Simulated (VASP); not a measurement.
# SnSe2 (P-3m1) in VASP: settings compared, part 2 of 2

VASP 6.6.1. Earlier steps stand in the parts before.

**4. Single point, LDA**

INCAR reads:

```
ALGO = Normal
EDIFF = 1E-6
ENCUT = 500
GGA_COMPAT = False
ISIF = 2
ISMEAR = 0
LASPH = True
LCHARG = False
LREAL = False
LWAVE = False
NBANDS = 20
NELM = 120
PREC = Accurate
SIGMA = 0.01
```

KPOINTS reads:

```
k-points
0
Gamma
  6 6 4
```

POSCAR reads:

```
SnSe2
1.0
    3.8110000000      0.0000000000      0.0000000000
   -1.9055000000      3.3004228138      0.0000000000
    0.0000000000      0.0000000000      6.1360000000
Sn Se
1 2
Direct
    0.0000000000      0.0000000000      0.0000000000
    0.3333333333      0.6666666667      0.2490000000
    0.6666666667      0.3333333333      0.7510000000
```

Potentials or basis: VASP PAW LDA potentials, release 64 (Sn_d, Se).

Launch:

```
$ cat potpaw_LDA.64/Sn_d/POTCAR potpaw_LDA.64/Se/POTCAR > POTCAR
$ mpirun -np 1 vasp_std > vasp.out
```

OUTCAR:

```text
EDIFF = 1E-6
   ENCUT = 500
   ISIF = 2
   ISMEAR = 0
   LASPH = True
   LREAL = False
   NELM = 120
   PREC = Accurate

 ion  position               nearest neighbor table
   1  0.000  0.000  0.000-   2 2.68   3 2.68   2 2.68   3 2.68   3 2.68   2 2.68
   2  0.333  0.667  0.249-   1 2.68   1 2.68   1 2.68
   3  0.667  0.333  0.751-   1 2.68   1 2.68   1 2.68

  LATTYP: Found a hexagonal cell.
 ALAT       =     3.8110000000
 C/A-ratio  =     1.6100760955

  Lattice vectors:

 A1 = (   3.8110000000,   0.0000000000,   0.0000000000)
 A2 = (  -1.9055000000,   3.3004228138,   0.0000000000)
 A3 = (   0.0000000000,   0.0000000000,   6.1360000000)

Analysis of symmetry for initial positions (statically):
=====================================================================
 Subroutine PRICEL returns:
 Original cell was already a primitive cell.

 Routine SETGRP: Setting up the symmetry group for a
 hexagonal supercell.

 Subroutine GETGRP returns: Found 12 space group operations
 (whereof 12 operations were pure point group operations)
 out of a pool of 24 trial point group operations.

The static configuration has the point symmetry D_3d.

Analysis of symmetry for dynamics (positions and initial velocities):
=====================================================================
 Subroutine PRICEL returns:
 Original cell was already a primitive cell.

 Routine SETGRP: Setting up the symmetry group for a
 hexagonal supercell.

 Subroutine GETGRP returns: Found 12 space group operations
 (whereof 12 operations were pure point group operations)
 out of a pool of 24 trial point group operations.

The dynamic configuration has the point symmetry D_3d.

 Subroutine INISYM returns: Found 12 space group operations
 (whereof 12 operations are pure point group operations),
 and found     1 'primitive' translations

----------------------------------------------------------------------------------------

                                     Primitive cell

  volume of cell :      77.1781

  direct lattice vectors                    reciprocal lattice vectors
     3.811000000  0.000000000  0.000000000     0.262398321  0.151495741  0.000000000
    -1.905500000  3.300422814  0.000000000     0.000000000  0.302991482  0.000000000
     0.000000000  0.000000000  6.136000000     0.000000000  0.000000000  0.162972621

  length of vectors
     3.811000000  3.811000000  6.136000000     0.302991482  0.302991482  0.162972621

  position of ions in fractional coordinates (direct lattice)
     0.000000000  0.000000000  0.000000000
     0.333333333  0.666666667  0.249000000
     0.666666667  0.333333333  0.751000000

  ion indices of the primitive-cell ions
   primitive index   ion index
                 1           1
                 2           2
                 3           3

----------------------------------------------------------------------------------------

 KPOINTS: k-points

Automatic generation of k-mesh.
 Grid dimensions read from file:
 generate k-points for:    6    6    4

 Generating k-lattice:

  Cartesian coordinates                     Fractional coordinates (reciprocal lattice)
     0.043733053  0.025249290  0.000000000     0.166666667  0.000000000  0.000000000
     0.000000000  0.050498580  0.000000000     0.000000000  0.166666667  0.000000000
     0.000000000  0.000000000  0.040743155     0.000000000  0.000000000  0.250000000

  Length of vectors
     0.050498580  0.050498580  0.040743155

  Shift w.r.t. Gamma in fractional coordinates (k-lattice)
     0.000000000  0.000000000  0.000000000

 Subroutine IBZKPT returns following result:
 ===========================================

 Found     24 irreducible k-points:

 Following reciprocal coordinates:
            Coordinates               Weight
  0.000000  0.000000  0.000000      1.000000
  0.166667 -0.000000  0.000000      6.000000
  0.333333  0.000000  0.000000      6.000000
  0.500000  0.000000  0.000000      3.000000
  0.166667  0.166667  0.000000      6.000000
  0.333333  0.166667  0.000000     12.000000
[... 16 lines left out ...]
  0.333333  0.166667  0.500000     12.000000
  0.333333  0.333333  0.500000      2.000000
   k-points           NKPTS =     24   k-points in BZ     NKDIM =     24   number of bands    NBANDS=     20
   number of dos      NEDOS =    301   number of ions     NIONS =      3
   total plane-waves  NPLWV =  37632
   dimension x,y,z NGX =    28 NGY =   28 NGZ =   48
   dimension x,y,z NGXF=    56 NGYF=   56 NGZF=   96
   ions per type =               1   2
   NGX,Y,Z   is equivalent  to a cutoff of  12.21, 12.21, 13.00 a.u.
   NGXF,Y,Z  is equivalent  to a cutoff of  24.43, 24.43, 26.01 a.u.
 SYSTEM =  unknown system
   PREC   = accura    normal or accurate (medium, high low for compatibility)
   ISTART =      0    job   : 0-new  1-cont  2-samecut
   ICHARG =      2    charge: 1-file 2-atom 10-const
   ISPIN  =      1    spin polarized calculation?
   LNONCOLLINEAR =      F non collinear calculations
   LSORBIT =      F    spin-orbit coupling
   LASPH  =      T    aspherical Exc in radial PAW
   ENCUT  =  500.0 eV  36.75 Ry    6.06 a.u.   6.95  6.95 11.19*2*pi/ulx,y,z
   NELM   =    120;   NELMIN=  2; NELMDL= -5     # of ELM steps
   EDIFF  = 0.1E-05   stopping-criterion for ELM
   LREAL  =      F    real-space projection
   EDIFFG = 0.1E-04   stopping-criterion for IOM
   NSW    =      0    number of steps for IOM
   IBRION =     -1    ionic relax: 0-MD 1-quasi-New 2-CG
   NFREE  =      0    steps in history (QN), initial steepest desc. (CG)
   ISIF   =      2    stress and relaxation
   ISYM   =      2    0-nonsym 1-usesym 2-fastsym
   POTIM  = 0.5000    time-step for ionic-motion
   TEBEG  =    0.0;   TEEND  =   0.0 temperature during run
   PSTRESS=    0.0 pullay stress
   NELECT =      26.0000    total number of electrons
   NUPDOWN=      -1.0000    fix difference up-down
   EMIN   =  10.00;   EMAX   =-10.00  energy-range for DOS
   EFERMI =   0.00;   METHOD = LEGACY
   ISMEAR =     0;   SIGMA  =   0.01  broadening in eV -4-tet -1-fermi 0-gaus
   EFERMI_NEDOS =   21; number of points for ismear=-14 and -15
   IALGO  =     38    algorithm
   IMIX   =      4    mixing-type and parameters
     AMIX     =   0.40;   BMIX     =  1.00
     AMIX_MAG =   1.60;   BMIX_MAG =  1.00
  volume/ion in A,a.u.               =      25.73       173.61
  Fermi-wavevector in a.u.,A,eV,Ry     =   1.139116  2.152617 17.654722  1.297585
  Thomas-Fermi vector in A             =   2.275820
   LORBIT       =      0    0 simple, 1 ext, 2 COOP (PROOUT), +10 PAW based schemes
   GGA     = CA    functional components
   LHFCALC =     F    Hartree Fock is set to
   AEXX    =    0.0000 exact exchange contribution
   IVDW    =     0    specifies the selected vdW correction
   LEPSILON=     F    determine dielectric tensor
   LRPA    =     F    only Hartree local field effects (RPA)
 non-spin polarized calculation
 Gauss-broadening in eV      SIGMA  =   0.01
  energy-cutoff  :      500.00
  volume of cell :       77.18
 maximum number of plane-waves:      1968
   NGX = 13   NGY = 13   NGZ = 23

 number of electron      26.0000008 magnetization

 Free energy of the ion-electron system (eV)
  ---------------------------------------------------
  ext. energy  EPLUGINS =         0.00000000
  ---------------------------------------------------
  free energy    TOTEN  =       -13.74447995 eV

  energy without entropy =      -13.74447995  energy(sigma->0) =      -13.74447995

 E-fermi :   4.1622     XC(G=0):  -9.7803

 val. band max:        4.0990560698   @ k =   0.0000   0.0000   0.0000
 cond. band min:       4.7904299681   @ k =   0.5000   0.0000   0.2500
 fundamental gap:      0.6913738982
 Fermi energy:         4.1621852614

 k-point     1 :       0.0000    0.0000    0.0000
  band No.  band energies     occupation
      1     -17.0931      2.00000
      2     -17.0931      2.00000
      3     -17.0508      2.00000
      4     -17.0355      2.00000
      5     -17.0355      2.00000
      6      -9.9424      2.00000
[... 12 lines left out ...]
     19      13.0321      0.00000
     20      13.0321      0.00000
[... 507 lines left out ...]
 k-point    24 :       0.3333    0.3333    0.5000
  band No.  band energies     occupation
      1     -17.1157      2.00000
      2     -17.1157      2.00000
      3     -17.0319      2.00000
      4     -17.0319      2.00000
      5     -17.0162      2.00000
      6      -7.7788      2.00000
[... 12 lines left out ...]
     19      13.0511      0.00000
     20      13.0739      0.00000

------------------------ aborting loop because EDIFF is reached ----------------------------------------

  FORCE on cell =-STRESS in cart. coord.  units (eV):
  Direction    XX          YY          ZZ          XY          YZ          ZX
  --------------------------------------------------------------------------------------
  -------------------------------------------------------------------------------------
  Total        0.2471323      0.2471323      0.9741298      0.0000000     -0.0000000     -0.0000000
  in kB        5.1303401      5.1303401     20.2224379      0.0000000     -0.0000000     -0.0000000
  external PRESSURE =      10.1610393 kB  Pullay stress =       0.0000000 kB

 VOLUME and BASIS-vectors are now :
 -----------------------------------------------------------------------------
  energy-cutoff  :      500.00
  volume of cell :       77.18
      direct lattice vectors                 reciprocal lattice vectors
     3.811000000  0.000000000  0.000000000     0.262398321  0.151495741  0.000000000
    -1.905500000  3.300422814  0.000000000     0.000000000  0.302991482  0.000000000
     0.000000000  0.000000000  6.136000000     0.000000000  0.000000000  0.162972621

 POSITION                                       TOTAL-FORCE (eV/Angst)
 -----------------------------------------------------------------------------------
      0.00000      0.00000      0.00000         0.000000      0.000000      0.000000
     -0.00000      2.20028      1.52786         0.000000      0.000000      0.497019
      1.90550      1.10014      4.60814        -0.000000     -0.000000     -0.497019
 -----------------------------------------------------------------------------------
    total drift:                                0.000000      0.000000      0.000000

  FREE ENERGIE OF THE ION-ELECTRON SYSTEM (eV)
  ---------------------------------------------------
  free  energy   TOTEN  =       -13.7444799526 eV

  energy  without entropy=      -13.7444799526  energy(sigma->0) =      -13.74447995
```

OSZICAR:

```text
N       E                     dE             d eps       ncg     rms          rms(c)
DAV:   1     0.202665118834E+03    0.20267E+03   -0.11864E+04   968   0.144E+03
DAV:   2     0.989833289792E+01   -0.19277E+03   -0.18579E+03  1016   0.376E+02
DAV:   3    -0.131814171819E+02   -0.23080E+02   -0.22557E+02  1184   0.115E+02
DAV:   4    -0.140403864219E+02   -0.85897E+00   -0.85706E+00  1136   0.230E+01
DAV:   5    -0.140614102705E+02   -0.21024E-01   -0.21022E-01  1324   0.373E+00    0.536E+00
DAV:   6    -0.137838747144E+02    0.27754E+00   -0.48824E-01  1436   0.744E+00    0.342E+00
DAV:   7    -0.137481950007E+02    0.35680E-01   -0.15412E-01  1144   0.243E+00    0.935E-01
DAV:   8    -0.137447169742E+02    0.34780E-02   -0.11694E-02  1272   0.108E+00    0.276E-01
DAV:   9    -0.137444795824E+02    0.23739E-03   -0.12086E-03  1120   0.250E-01    0.830E-02
DAV:  10    -0.137444776423E+02    0.19401E-05   -0.85697E-05  1192   0.624E-02    0.300E-02
DAV:  11    -0.137444803129E+02   -0.26706E-05   -0.92495E-06  1100   0.180E-02    0.424E-03
DAV:  12    -0.137444799526E+02    0.36035E-06   -0.94773E-07   712   0.650E-03
   1 F= -.13744480E+02 E0= -.13744480E+02  d E =-.192818E-21
```

stdout:

```text
POSCAR found type information on POSCAR SnSe
 POSCAR found :  2 types and       3 ions
 scaLAPACK will be used
 LDA part: xc-table for (Slater(with rela. corr.)+CA(PZ))
 , standard interpolation
 POSCAR, INCAR and KPOINTS ok, starting setup
 FFT: planning ... GRIDC
 FFT: planning ... GRID_SOFT
 FFT: planning ... GRID
 WAVECAR not read
 entering main loop
```

It took 10 s on 1 thread of Intel Xeon 6975P-C (Granite Rapids), shared host; peak memory 0.17 GiB.

What came out:

- Free energy: -13.7445 eV
- Pressure: 1.0 GPa
- Largest force: 0.497 eV/Å
- Band gap on the k mesh: 0.69 eV, indirect (least direct gap 0.90 eV)

Forces in eV/Å, atoms in the order of the input:
```
Sn   0.000  0.000  0.000
Se   0.000  0.000  0.497
Se   0.000  0.000 -0.497
```

Levels at points of the mesh, in eV from the valence-band top:
| k point | band 9 | band 10 | band 11 | band 12 | band 13 | band 14 | band 15 | band 16 | band 17 | band 18 |
| --- | --- | --- | --- | --- | --- | --- | --- | --- | --- | --- |
| (0.00, 0.00, 0.00) | -0.71 | -0.71 | -0.38 | -0.38 | 0.00 | 0.90 | 2.79 | 4.53 | 4.53 | 8.03 |
| (0.50, 0.00, 0.00) | -4.52 | -2.94 | -2.70 | -1.24 | -0.30 | 1.06 | 3.64 | 5.33 | 5.38 | 7.17 |
| (0.00, 0.00, 0.50) | -2.10 | -0.80 | -0.80 | -0.23 | -0.23 | 2.33 | 2.75 | 4.26 | 4.26 | 8.03 |
| (0.50, 0.00, 0.50) | -4.97 | -2.54 | -2.01 | -0.86 | -0.70 | 0.76 | 4.10 | 4.71 | 5.77 | 6.25 |

Caveat: spin-orbit coupling is left out, which moves the levels of the heavy elements. A k mesh can miss the band edges.

**5. Summary**

```csv
level,potentials or basis,gap on the mesh (eV),pressure (GPa),largest force (eV/Å)
revPBE,"VASP PAW PBE potentials, release 64 (Sn_d, Se)",0.87,7.0,0.83
RPBE,"VASP PAW PBE potentials, release 64 (Sn_d, Se)",0.89,7.5,0.84
LDA,"VASP PAW LDA potentials, release 64 (Sn_d, Se)",0.69,1.0,0.50
```

Alike in all rows: task single point; no spin polarisation; cell as given; k mesh 6 × 6 × 4; cutoff (eV) 500; smearing gaussian 0.01 eV.

Caveats: spin-orbit coupling is left out, which moves the levels of the heavy elements; the PAW data sets were made with another functional, which shifts forces and pressure a little (some runs); this functional lacks dispersion, which binds the layers, so the pressure and a relaxed spacing across them are unreliable (some runs).

Total energies depend on the potentials used, so only differences within one code and one set of settings carry meaning.
